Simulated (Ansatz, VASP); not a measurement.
**BN: VASP beside Ansatz**

INCAR

```
PREC = Accurate ; ENCUT = 520
EDIFF = 1E-6 ; ISMEAR = 0
SIGMA = 0.05 ; LREAL = F
LASPH = T ; NELM = 80
ALGO = Normal ; ISIF = 2
LWAVE = F ; LCHARG = F
GGA = PE ; NBANDS = 11
```

KPOINTS

```
Automatic mesh
0
Gamma
  12 12 12
```

File POSCAR:

```
BN
1.0
    0.0000000000      1.6841100027      1.8112604891
    1.8112604891      0.0000000000      1.8112604891
    1.8112604891      1.6841100027      0.0000000000
B N
1 1
Direct
    0.0000000000      0.0000000000      0.0000000000
    0.7500000000      0.7500000000      0.7500000000
```

Input for Ansatz:

```yaml
crystal:
  lattice:
    - [0.0, 1.6841100027, 1.8112604891]
    - [1.8112604891, 0.0, 1.8112604891]
    - [1.8112604891, 1.6841100027, 0.0]
  atoms:
    - { symbol: B, position: [0.0, 0.0, 0.0] }
    - { symbol: "N", position: [0.75, 0.75, 0.75] }
basis:
  ecutwfc: 520.0
kpoints:
  mp_grid: { grid: [12, 12, 12] }
hamiltonian:
  xc: pbe
scf:
  occupations: { method: gaussian, width: 0.05 }
output:
  forces: true
  stress: true
  eigenvalues: true
```

Alike in both runs: task single point; functional PBE; k mesh 12 × 12 × 12; occupations gaussian, width 0.05 eV; no spin polarisation.

|  | VASP | Ansatz |
| --- | --- | --- |
| version | VASP 6.6.1 | Ansatz 0.2.0 |
| potentials or method | VASP PAW PBE potentials, release 64 (B, N), cutoff 520 eV | scalar-relativistic, plane waves, PAW |
| valence electrons in the cell | 8 | 8 |

Ansatz gave:

- gap on the k mesh at the Fermi level (eV): 3.26
- least direct gap on the mesh (eV): 8.41

What did VASP give for the same quantities?

gap on the k mesh at the Fermi level (eV): 3.24; least direct gap on the mesh (eV): 8.40.
